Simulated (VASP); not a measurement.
# Ir4F in VASP: further runs

The runs below take Ir4F through single point, with PBE.

All numbers are computed with VASP 6.6.1; they aren't measurements. Logs are shortened: lines on timing, memory, paths and dates and some standing lists are left out, and cuts for length are marked.

## 1. The cell of the first run

The cell holds a slab with vacuum, 5 atoms: a = 2.737 Å, b = 3.870 Å, c = 19.460 Å, α = 90.00°, β = 90.00°, γ = 90.00°.

## 2. Single point, PBE

The input, INCAR:

```
PREC = Accurate
ENCUT = 520
EDIFF = 1E-6
ISMEAR = 0
SIGMA = 0.1
LREAL = False
LASPH = True
NELM = 120
ALGO = Normal
ISIF = 2
LWAVE = False
LCHARG = False
LDIPOL = True
IDIPOL = 3
DIPOL = 0.5 0.5 0.348
GGA = PE
NBANDS = 46
GGA_COMPAT = False
NELMDL = -8
```

The input, KPOINTS:

```
regular mesh
0
Gamma
  10 7 1
```

The input, POSCAR:

```
Ir4F
1.0
    2.7367600872      0.0000000000      0.0000000000
    0.0000000000      3.8703632323      0.0000000000
    0.0000000000      0.0000000000     19.4599433740
Ir F
4 1
Direct
    0.5000000000      0.5000000000      0.2055504440
    0.0000000000      0.0000000000      0.2758682253
    0.5000000000      0.5000000000      0.3454282602
    0.0000000000      0.0000000000      0.4090424736
    0.0000000000      0.1250000000      0.5029738831
```

Potentials or basis: VASP PAW PBE potentials, release 64 (Ir_sv_GW, F).

Started as:

```bash
cat potpaw_PBE.64/Ir_sv_GW/POTCAR potpaw_PBE.64/F/POTCAR > POTCAR
mpirun -np 1 vasp_std > vasp.out
```

OUTCAR:

```text
PREC = Accurate
   ENCUT = 520
   EDIFF = 1E-6
   ISMEAR = 0
   LREAL = False
   LASPH = True
   NELM = 120
   ISIF = 2
   GGA = PE
   NELMDL = -8

 ion  position               nearest neighbor table
   1  0.500  0.500  0.206-   3 2.72   2 2.74   2 2.74   2 2.74   2 2.74
   2  0.000  0.000  0.276-   4 2.59   3 2.73   3 2.73   3 2.73   3 2.73   1 2.74   1 2.74   1 2.74
                             1 2.74
   3  0.500  0.500  0.345-   4 2.67   4 2.67   4 2.67   4 2.67   1 2.72   2 2.73   2 2.73   2 2.73
                             2 2.73
   4  0.000  0.000  0.409-   5 1.89   2 2.59   3 2.67   3 2.67   3 2.67   3 2.67
   5  0.000  0.125  0.503-   4 1.89

  LATTYP: Found a simple orthorhombic cell.
 ALAT       =     2.7367600872
 B/A-ratio  =     1.4142135624
 C/A-ratio  =     7.1105770159

  Lattice vectors:

 A1 = (   2.7367600872,   0.0000000000,   0.0000000000)
 A2 = (   0.0000000000,   3.8703632323,   0.0000000000)
 A3 = (   0.0000000000,   0.0000000000,  19.4599433740)

Analysis of symmetry for initial positions (statically):
=====================================================================
 Subroutine PRICEL returns:
 Original cell was already a primitive cell.

 Routine SETGRP: Setting up the symmetry group for a
 simple orthorhombic supercell.

 Subroutine GETGRP returns: Found  2 space group operations
 (whereof  2 operations were pure point group operations)
 out of a pool of  8 trial point group operations.

The static configuration has the point symmetry C_1h.

Analysis of symmetry for dynamics (positions and initial velocities):
=====================================================================
 Subroutine PRICEL returns:
 Original cell was already a primitive cell.

 Routine SETGRP: Setting up the symmetry group for a
 simple orthorhombic supercell.

 Subroutine GETGRP returns: Found  2 space group operations
 (whereof  2 operations were pure point group operations)
 out of a pool of  8 trial point group operations.

The dynamic configuration has the point symmetry C_1h.

 Subroutine INISYM returns: Found  2 space group operations
 (whereof  2 operations are pure point group operations),
 and found     1 'primitive' translations

----------------------------------------------------------------------------------------

                                     Primitive cell

  volume of cell :     206.1247

  direct lattice vectors                    reciprocal lattice vectors
     2.736760087  0.000000000  0.000000000     0.365395566  0.000000000  0.000000000
     0.000000000  3.870363232  0.000000000     0.000000000  0.258373682  0.000000000
[... 100 lines left out ...]
   PSTRESS=    0.0 pullay stress
   NELECT =      75.0000    total number of electrons
   NUPDOWN=      -1.0000    fix difference up-down
   EMIN   =  10.00;   EMAX   =-10.00  energy-range for DOS
   EFERMI =   0.00;   METHOD = LEGACY
   ISMEAR =     0;   SIGMA  =   0.10  broadening in eV -4-tet -1-fermi 0-gaus
   EFERMI_NEDOS =   21; number of points for ismear=-14 and -15
   IALGO  =     38    algorithm
   IMIX   =      4    mixing-type and parameters
     AMIX     =   0.40;   BMIX     =  1.00
     AMIX_MAG =   1.60;   BMIX_MAG =  1.00
  volume/ion in A,a.u.               =      41.22       278.20
  Fermi-wavevector in a.u.,A,eV,Ry     =   1.168742  2.208602 18.584979  1.365957
  Thomas-Fermi vector in A             =   2.305224
   LORBIT       =      0    0 simple, 1 ext, 2 COOP (PROOUT), +10 PAW based schemes
   GGA     = PE    functional components
   LHFCALC =     F    Hartree Fock is set to
   AEXX    =    0.0000 exact exchange contribution
   IVDW    =     0    specifies the selected vdW correction
   LEPSILON=     F    determine dielectric tensor
   LRPA    =     F    only Hartree local field effects (RPA)
 non-spin polarized calculation
 Gauss-broadening in eV      SIGMA  =   0.10
  energy-cutoff  :      520.00
  volume of cell :      206.12
 maximum number of plane-waves:      5602
   NGX = 11   NGY = 15   NGZ = 73

 dipolmoment           0.000000      0.000000     -0.002083 electrons x Angstroem

 number of electron      75.0000001 magnetization

 dipolmoment           0.000000      0.000000      0.164495 electrons x Angstroem

 Free energy of the ion-electron system (eV)
  ---------------------------------------------------
  ext. energy  EPLUGINS =         0.00000000
  ---------------------------------------------------
  free energy    TOTEN  =       -38.21116189 eV

  energy without entropy =      -38.17746678  energy(sigma->0) =      -38.19431433

 E-fermi :  -0.8674     XC(G=0):  -5.5229

 val. band max:       -0.8762726599   @ k =   0.2000   0.1429   0.0000
 cond. band min:      -0.8459677654   @ k =   0.4000   0.1429   0.0000
 fundamental gap:      0.0303048945
 Fermi energy:        -0.8674117915

 k-point     1 :       0.0000    0.0000    0.0000
  band No.  band energies     occupation
      1     -93.7954      2.00000
      2     -93.7168      2.00000
      3     -93.5833      2.00000
      4     -92.7718      2.00000
      5     -50.9383      2.00000
      6     -50.8389      2.00000
[... 1165 lines left out ...]
     45       5.8601      0.00000
     46       6.3433      0.00000

------------------------ aborting loop because EDIFF is reached ----------------------------------------

 vacuum level on the upper side and lower side of the slab       (xc-potential included)         1.358        -1.379

  FORCE on cell =-STRESS in cart. coord.  units (eV):
  Direction    XX          YY          ZZ          XY          YZ          ZX
  --------------------------------------------------------------------------------------
  -------------------------------------------------------------------------------------
  Total       -6.6958378     -5.4139711     -0.7560419      0.0000000     -0.2302622      0.0000000
  in kB      -52.0457752    -42.0820112     -5.8766037      0.0000000     -1.7897946      0.0000000
  external PRESSURE =     -33.3347967 kB  Pullay stress =       0.0000000 kB

 VOLUME and BASIS-vectors are now :
 -----------------------------------------------------------------------------
  energy-cutoff  :      520.00
  volume of cell :      206.12
      direct lattice vectors                 reciprocal lattice vectors
     2.736760087  0.000000000  0.000000000     0.365395566  0.000000000  0.000000000
     0.000000000  3.870363232  0.000000000     0.000000000  0.258373682  0.000000000
     0.000000000  0.000000000 19.459943374     0.000000000  0.000000000  0.051387611

 POSITION                                       TOTAL-FORCE (eV/Angst)
 -----------------------------------------------------------------------------------
      1.36838      1.93518      4.00000         0.000000      0.022443      0.937581
      0.00000      0.00000      5.36838         0.000000     -0.210635     -1.406095
      1.36838      1.93518      6.72201         0.000000      0.461057     -0.085230
      0.00000      0.00000      7.95994         0.000000     -0.211146      0.422113
      0.00000      0.48380      9.78784         0.000000     -0.061719      0.131631
 -----------------------------------------------------------------------------------
    total drift:                                0.000000      0.000132      0.000547

  FREE ENERGIE OF THE ION-ELECTRON SYSTEM (eV)
  ---------------------------------------------------
  free  energy   TOTEN  =       -38.2111618857 eV

  energy  without entropy=      -38.1774667807  energy(sigma->0) =      -38.19431433

 vacuum level on the upper side and lower side of the slab         6.966         4.151
```

stdout:

```text
POSCAR found type information on POSCAR IrF
 POSCAR found :  2 types and       5 ions
 scaLAPACK will be used
 LDA part: xc-table for (Slater+PW92), standard interpolation
 POSCAR, INCAR and KPOINTS ok, starting setup
 FFT: planning ... GRIDC
 FFT: planning ... GRID_SOFT
 FFT: planning ... GRID
 WAVECAR not read
 entering main loop
```

Wall time 12 min (1 thread of AMD EPYC 7R13 (Zen 3), shared host); peak memory 0.36 GiB.

What came out:

| Quantity | Value |
| --- | --- |
| Free energy | -38.2112 eV |
| Largest force | 1.422 eV/Å |
| Band gap on the k mesh | zero (an odd number of electrons rules out a gap without spin polarisation) |

Forces in eV/Å, atoms in the order of the input:
```
Ir   0.000  0.022  0.938
Ir   0.000 -0.211 -1.406
Ir   0.000  0.461 -0.085
Ir   0.000 -0.211  0.422
F    0.000 -0.062  0.132
```

Levels at points of the mesh, in eV from the Fermi level:
```tsv
k point	band 36	band 37	band 38	band 39	band 40	band 41
(0.00, 0.00, 0.00)	-0.99	-0.37	-0.10	0.16	0.26	0.59
(0.50, 0.00, 0.00)	0.45	0.50	0.91	1.11	1.32	2.95
```

Caveat: spin-orbit coupling is left out, which moves the levels of the heavy elements.

## 3. Single point, PBE

The input, INCAR:

```
  ALGO = Normal
  DIPOL = 0.5 0.5 0.348
  EDIFF = 1E-6
  ENCUT = 520
  GGA = PE
  GGA_COMPAT = F
  IDIPOL = 3
  ISIF = 2
  ISMEAR = 0
  LASPH = T
  LCHARG = F
  LDIPOL = T
  LREAL = F
  LWAVE = F
  NBANDS = 46
  NELM = 120
  NELMDL = -8
  PREC = Accurate
  SIGMA = 0.1
```

The input, KPOINTS:

```
k-points
0
Gamma
  10 7 1
```

POSCAR, as its differences from that of step 2:

```diff
@@ -12,2 +12,2 @@
     0.0000000000      0.0000000000      0.4090424736
-    0.0000000000      0.1250000000      0.5029738831
+    0.1666666667      0.0000000000      0.5042023085
```

Potentials or basis: VASP PAW PBE potentials, release 64 (Ir_sv_GW, F).

Started as:

```bash
cat potpaw_PBE.64/Ir_sv_GW/POTCAR potpaw_PBE.64/F/POTCAR > POTCAR
mpirun -np 1 vasp_std > vasp.out
```

OUTCAR:

```text
EDIFF = 1E-6
   ENCUT = 520
   GGA = PE
   ISIF = 2
   ISMEAR = 0
   LASPH = T
   LREAL = F
   NELM = 120
   NELMDL = -8
   PREC = Accurate

 ion  position               nearest neighbor table
   1  0.500  0.500  0.206-   3 2.72   2 2.74   2 2.74   2 2.74   2 2.74
   2  0.000  0.000  0.276-   4 2.59   3 2.73   3 2.73   3 2.73   3 2.73   1 2.74   1 2.74   1 2.74
                             1 2.74
   3  0.500  0.500  0.345-   4 2.67   4 2.67   4 2.67   4 2.67   1 2.72   2 2.73   2 2.73   2 2.73
                             2 2.73
   4  0.000  0.000  0.409-   5 1.91   2 2.59   3 2.67   3 2.67   3 2.67   3 2.67
   5  0.167  0.000  0.504-   4 1.91

  LATTYP: Found a simple orthorhombic cell.
 ALAT       =     2.7367600872
 B/A-ratio  =     1.4142135624
 C/A-ratio  =     7.1105770159

  Lattice vectors:

 A1 = (   2.7367600872,   0.0000000000,   0.0000000000)
 A2 = (   0.0000000000,   3.8703632323,   0.0000000000)
 A3 = (   0.0000000000,   0.0000000000,  19.4599433740)

Analysis of symmetry for initial positions (statically):
=====================================================================
 Subroutine PRICEL returns:
 Original cell was already a primitive cell.

 Routine SETGRP: Setting up the symmetry group for a
 simple orthorhombic supercell.

 Subroutine GETGRP returns: Found  2 space group operations
 (whereof  2 operations were pure point group operations)
 out of a pool of  8 trial point group operations.

The static configuration has the point symmetry C_1h.

Analysis of symmetry for dynamics (positions and initial velocities):
=====================================================================
 Subroutine PRICEL returns:
 Original cell was already a primitive cell.

 Routine SETGRP: Setting up the symmetry group for a
 simple orthorhombic supercell.

 Subroutine GETGRP returns: Found  2 space group operations
[... 133 lines left out ...]
   GGA     = PE    functional components
   LHFCALC =     F    Hartree Fock is set to
   AEXX    =    0.0000 exact exchange contribution
   IVDW    =     0    specifies the selected vdW correction
   LEPSILON=     F    determine dielectric tensor
   LRPA    =     F    only Hartree local field effects (RPA)
 non-spin polarized calculation
 Gauss-broadening in eV      SIGMA  =   0.10
  energy-cutoff  :      520.00
  volume of cell :      206.12
 maximum number of plane-waves:      5602
   NGX = 11   NGY = 15   NGZ = 73

 dipolmoment           0.000000      0.000000     -0.000004 electrons x Angstroem

 number of electron      75.0000003 magnetization

 dipolmoment           0.000000      0.000000      0.172543 electrons x Angstroem

 Free energy of the ion-electron system (eV)
  ---------------------------------------------------
  ext. energy  EPLUGINS =         0.00000000
  ---------------------------------------------------
  free energy    TOTEN  =       -38.06976821 eV

  energy without entropy =      -38.03284823  energy(sigma->0) =      -38.05130822

 E-fermi :  -0.9050     XC(G=0):  -5.5472

 val. band max:       -0.9100327254   @ k =   0.3000   0.1429   0.0000
 cond. band min:      -0.8962258252   @ k =   0.0000   0.0000   0.0000
 fundamental gap:      0.0138069002
 Fermi energy:        -0.9049697145

 k-point     1 :       0.0000    0.0000    0.0000
  band No.  band energies     occupation
      1     -93.8442      2.00000
      2     -93.7137      2.00000
      3     -93.6136      2.00000
      4     -92.8045      2.00000
      5     -50.9108      2.00000
      6     -50.8958      2.00000
[... 1165 lines left out ...]
     45       5.8637      0.00000
     46       6.3022      0.00000

------------------------ aborting loop because EDIFF is reached ----------------------------------------

 vacuum level on the upper side and lower side of the slab       (xc-potential included)         1.162        -1.699

  FORCE on cell =-STRESS in cart. coord.  units (eV):
  Direction    XX          YY          ZZ          XY          YZ          ZX
  --------------------------------------------------------------------------------------
  -------------------------------------------------------------------------------------
  Total       -6.6047807     -5.5856082     -0.5073851      0.0000000      0.0000000     -0.7814250
  in kB      -51.3380013    -43.4161216     -3.9438310      0.0000000      0.0000000     -6.0739035
  external PRESSURE =     -32.8993180 kB  Pullay stress =       0.0000000 kB

 VOLUME and BASIS-vectors are now :
 -----------------------------------------------------------------------------
  energy-cutoff  :      520.00
  volume of cell :      206.12
      direct lattice vectors                 reciprocal lattice vectors
     2.736760087  0.000000000  0.000000000     0.365395566  0.000000000  0.000000000
     0.000000000  3.870363232  0.000000000     0.000000000  0.258373682  0.000000000
     0.000000000  0.000000000 19.459943374     0.000000000  0.000000000  0.051387611

 POSITION                                       TOTAL-FORCE (eV/Angst)
 -----------------------------------------------------------------------------------
      1.36838      1.93518      4.00000        -0.052131      0.000000      0.921723
      0.00000      0.00000      5.36838        -0.105651      0.000000     -1.478997
      1.36838      1.93518      6.72201         0.112414      0.000000     -0.096162
      0.00000      0.00000      7.95994         0.648484      0.000000      0.533564
      0.45613      0.00000      9.81175        -0.603116      0.000000      0.119871
 -----------------------------------------------------------------------------------
    total drift:                                0.000697      0.000000     -0.000182

  FREE ENERGIE OF THE ION-ELECTRON SYSTEM (eV)
  ---------------------------------------------------
  free  energy   TOTEN  =       -38.0697682127 eV

  energy  without entropy=      -38.0328482334  energy(sigma->0) =      -38.05130822

 vacuum level on the upper side and lower side of the slab         6.813         3.874
```

stdout:

```text
POSCAR found type information on POSCAR IrF
 POSCAR found :  2 types and       5 ions
 scaLAPACK will be used
 LDA part: xc-table for (Slater+PW92), standard interpolation
 POSCAR, INCAR and KPOINTS ok, starting setup
 FFT: planning ... GRIDC
 FFT: planning ... GRID_SOFT
 FFT: planning ... GRID
 WAVECAR not read
 entering main loop
```

Run time: 14 min. Hardware: 1 thread of AMD EPYC 7R43 (Zen 3), shared host; peak memory 0.35 GiB.

Results:

```yaml
Free_energy: -38.0698 eV
Largest_force: 1.483 eV/Å
Band_gap_on_the_k_mesh: zero (an odd number of electrons rules out a gap without spin polarisation)
```

Forces in eV/Å, atoms in the order of the input:
```
Ir  -0.052  0.000  0.922
Ir  -0.106  0.000 -1.479
Ir   0.112  0.000 -0.096
Ir   0.648  0.000  0.534
F   -0.603  0.000  0.120
```

Caveat: spin-orbit coupling is left out, which moves the levels of the heavy elements.

[end of part 1 of 2]

The gap in the log of VASP goes by the Fermi energy; the results here count the filled bands.